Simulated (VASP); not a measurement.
Au:

```xyz
1
Lattice="0.0000 2.0350 2.0350 2.0350 0.0000 2.0350 2.0350 2.0350 0.0000" Properties=species:S:1:pos:R:3 pbc="T T T"
Au    0.0000    0.0000    0.0000
```

| Property | Result |
| --- | --- |
| Program | VASP 6.6.1 |
| Task | relaxation of cell and atoms |
| Functional | SVWN5 |
| Potentials or basis | VASP PAW PBE potentials, release 64 (Au) |
| Cutoff | 600 eV |
| k mesh | 11 × 11 × 11 |
| Occupations | fermi-dirac, width 0.05 eV |
| Spin | no spin polarisation |

At the start: pressure -3.4 GPa; volume 16.85 Å³/atom.

Problem. Where does the relaxation end?

Solution. Over 3 steps the energy falls by 3.3 meV/atom and the volume is 16.55 Å³/atom (-1.8 %); space group Fm-3m (No. 225, to 0.05 Å).

Step by step:
```csv
step,energy change (eV),largest force (eV/Å),pressure (GPa),volume (Å³)
1,0.0000,0.0000,-3.38,16.85
2,0.0087,0.0000,7.27,16.00
3,-0.0033,0.0000,-0.04,16.55
```

Final structure:
```cif
data_structure
_symmetry_space_group_name_H-M 'P 1'
_symmetry_Int_Tables_number 1
_cell_length_a 2.8607
_cell_length_b 2.8607
_cell_length_c 2.8607
_cell_angle_alpha 60.000
_cell_angle_beta 60.000
_cell_angle_gamma 60.000
_cell_volume 16.55
loop_
_atom_site_label
_atom_site_type_symbol
_atom_site_fract_x
_atom_site_fract_y
_atom_site_fract_z
_atom_site_occupancy
Au1 Au 0.00000 0.00000 0.00000 1
```

Caveat: the PAW data sets were made with another functional, which shifts forces and pressure a little.
